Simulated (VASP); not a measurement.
Wanted: the native input for a VASP 6.6.1 run.

| Quantity | Value |
| --- | --- |
| Task | single point |
| Functional | PBE |
| Potentials or basis | VASP PAW PBE potentials, release 64 (Cs_sv, Cl) |
| Cutoff | 500 eV |
| k mesh | 4 × 4 × 4 |
| Occupations | gaussian, width 0.01 eV |
| Spin | no spin polarisation |
| Dipole correction | no |
| Further INCAR settings | ALGO = Normal; EDIFF = 1e-06; NBANDS = 15 |

The structure of CsCl lies in POSCAR:

```
CsCl
1.0
    4.1406759294      0.0000000000      0.0000000000
    0.0000000000      4.1406759294      0.0000000000
    0.0000000000      0.0000000000      4.1406759294
Cs Cl
1 1
Direct
    0.0000000000      0.0000000000      0.0000000000
    0.5000000000      0.5000000000      0.5000000000
```

One way to write it, as run:

INCAR

```
SYSTEM = CsCl
PREC     = Accurate       ! precision mode
ENCUT    = 500            ! plane-wave cutoff, eV
EDIFF    = 1E-6           ! SCF threshold, eV
ISMEAR   = 0              ! smearing method
SIGMA    = 0.01           ! smearing width, eV
LREAL    = .FALSE.        ! projectors in reciprocal space
LASPH    = .TRUE.         ! aspherical terms in the spheres
NELM     = 120            ! most SCF steps
ALGO     = Normal         ! electronic algorithm
ISIF     = 2              ! what is computed and relaxed
LWAVE    = .FALSE.        ! write WAVECAR
LCHARG   = .TRUE.         ! write CHGCAR
GGA      = PE             ! functional
LELF     = .TRUE.         ! ELF
LVHAR    = .TRUE.       
NBANDS   = 15             ! bands
GGA_COMPAT= .FALSE.
```

KPOINTS

```
Automatic mesh
0
G
  4 4 4
  0 0 0
```

Potentials or basis: VASP PAW PBE potentials, release 64 (Cs_sv, Cl).

The run is started by

```bash
$ cat potpaw_PBE.64/Cs_sv/POTCAR potpaw_PBE.64/Cl/POTCAR > POTCAR
$ mpirun -np 1 vasp_std > vasp.out
```

Results of the run:

| Item | Value |
| --- | --- |
| Pressure | 0.8 GPa |
| Band gap on the k mesh | 5.20 eV, direct |

Caveat: spin-orbit coupling is left out, which moves the levels of the heavy elements.

Wall time 5 s on 1 thread of AMD EPYC 9R45 96-Core Processor (Zen 5), on a shared host, peak memory 0.13 GiB.
